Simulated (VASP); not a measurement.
Write the native input for VASP 6.6.1 that does the following.

```
Task                   : single point
Functional             : PBE
Potentials or basis    : VASP PAW PBE potentials, release 64 (C, O)
Cutoff                 : 520 eV
k mesh                 : 6 × 6 × 4
Occupations            : gaussian, width 0.02 eV
Spin                   : no spin polarisation
Dipole correction      : no
Further INCAR settings : ALGO = Normal; EDIFF = 1e-07; NBANDS = 25
```

The structure of CO2 lies in POSCAR:

```
CO2
1.0
    2.6412357707     -2.3998163600      0.0000000000
    2.6412357707      2.3998163600      0.0000000000
    0.0000000000      0.0000000000      6.5121469878
C O
2 4
Direct
    0.0000000000      0.0000000000      0.0000000000
    0.5000000000      0.5000000000      0.5000000000
    0.8095638994      0.1904361006      0.9103038892
    0.1904361006      0.8095638994      0.0896961108
    0.6904361006      0.3095638994      0.4103038892
    0.3095638994      0.6904361006      0.5896961108
```

This cell differs from its parent crystal: strained.

One way to write it, as run:

INCAR

```
SYSTEM = CO2
PREC = Accurate
ENCUT = 520
EDIFF = 1E-7
ISMEAR = 0
SIGMA = 0.02
LREAL = .FALSE.
LASPH = .TRUE.
NELM = 80
ALGO = Normal
ISIF = 2
LWAVE = .FALSE.
LCHARG = .TRUE.
GGA = PE
LELF = .TRUE.
LVHAR = .TRUE.
NBANDS = 25
```

KPOINTS

```
Automatic mesh
0
G
  6 6 4
  0 0 0
```

Potentials or basis: VASP PAW PBE potentials, release 64 (C, O).

The run is started by

```bash
$ cat potpaw_PBE.64/C/POTCAR potpaw_PBE.64/O/POTCAR > POTCAR
$ mpirun -np 1 vasp_std > vasp.out
```

It gave:

The pressure is 36.9 GPa, the largest force is 12.693 eV/Å and the band gap on the k mesh is 7.26 eV (least direct gap 7.84 eV).

Caveat: the cell differs from its parent crystal (strained); the stress differs along the axes, from 2 to 77 GPa; this functional lacks dispersion, which holds the molecules together, so the pressure and a relaxed volume are unreliable; forces of over 1 eV/Å act on the atoms, so gaps and moduli don't describe the material at rest.

Wall time 2.2 min on 1 thread of Intel Xeon 8259CL (shared host), peak memory 0.21 GiB.
